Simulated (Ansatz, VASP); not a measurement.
One calculation of SrO, two programs

The input POSCAR:

```
SrO
1.0
    3.6092037796      0.0000000000      0.0000000000
   -1.8046018898      3.1256621606      0.0000000000
    0.0000000000      0.0000000000      6.2370145142
Sr O
2 2
Direct
    0.0000000000      0.0000000000      0.0000000000
    0.0000000000      0.0000000000      0.5000000000
    0.3333333333      0.6666666667      0.2500000000
    0.6666666667      0.3333333333      0.7500000000
```

The input INCAR.step1:

```
SYSTEM = SrO
PREC = Accurate
ENCUT = 520
ISMEAR = 0
SIGMA = 0.01
LREAL = .False.
LASPH = .True.
NELM = 60
NBANDS = 24
GGA = PE
ALGO = Normal
EDIFF = 1E-4
LWAVE = .True.
LCHARG = .False.
```

The input INCAR.step2:

```
SYSTEM = SrO
PREC = Accurate
ENCUT = 520
EDIFF = 1E-7
ISMEAR = 0
SIGMA = 0.01
LREAL = .False.
LASPH = .True.
NELM = 60
ALGO = Normal
ISIF = 2
LWAVE = .False.
LCHARG = .False.
METAGGA = R2SCAN
LMIXTAU = .True.
NBANDS = 24
ISTART = 1
```

Contents of KPOINTS:

```
regular mesh
0
Gamma
  12 12 4
  0 0 0
```

Input for Ansatz:

```yaml
crystal:
  lattice:
    - [3.6092037796, 0.0, 0.0]
    - [-1.8046018898, 3.1256621606, 0.0]
    - [0.0, 0.0, 6.2370145142]
  atoms:
    - { symbol: Sr, position: [0.0, 0.0, 0.0] }
    - { symbol: Sr, position: [0.0, 0.0, 0.5] }
    - { symbol: O, position: [0.3333333333, 0.6666666667, 0.25] }
    - { symbol: O, position: [0.6666666667, 0.3333333333, 0.75] }
kpoints:
  mp_grid: { grid: [12, 12, 4] }
  band_path:
    path:
      - [0.0, 0.0, 0.0]
      - [0.5, 0.0, 0.0]
      - [0.3333333333, 0.3333333333, 0.0]
      - [0.0, 0.0, 0.5]
      - [0.5, 0.0, 0.5]
      - [0.3333333333, 0.3333333333, 0.5]
      - [-0.005208, 0.0, 0.0]
    npoints: 1
hamiltonian:
  xc: r2scan
scf:
  occupations: { method: fixed }
  n_extra_bands: 5
output:
  forces: true
  stress: true
  eigenvalues: true
```

Change from the starting cell: epitaxial_xy strain +1.3%.

Alike in both runs: task single point; functional r2SCAN; k mesh 12 × 12 × 4; no spin polarisation.

|  | VASP | Ansatz |
| --- | --- | --- |
| version | VASP 6.6.1 | Ansatz 0.2.0 |
| potentials or method | VASP PAW PBE potentials, release 64 (Sr_sv, O) | plane waves, PAW |
| plane-wave cutoff (eV) | 520 | 500 |
| occupations | gaussian, width 0.01 eV | fixed |
| valence electrons in the cell | 32 | 32 |

```csv
,VASP,Ansatz,Ansatz less VASP
gap on the k mesh at the Fermi level (eV),3.95,3.99,+0.036
pressure (GPa),-1.3,-1.9,-0.52
"traceless stress, the component that is largest in VASP (GPa)",1.96,1.86,-0.097
```

VASP's potentials were made for PBE, not for r2SCAN.
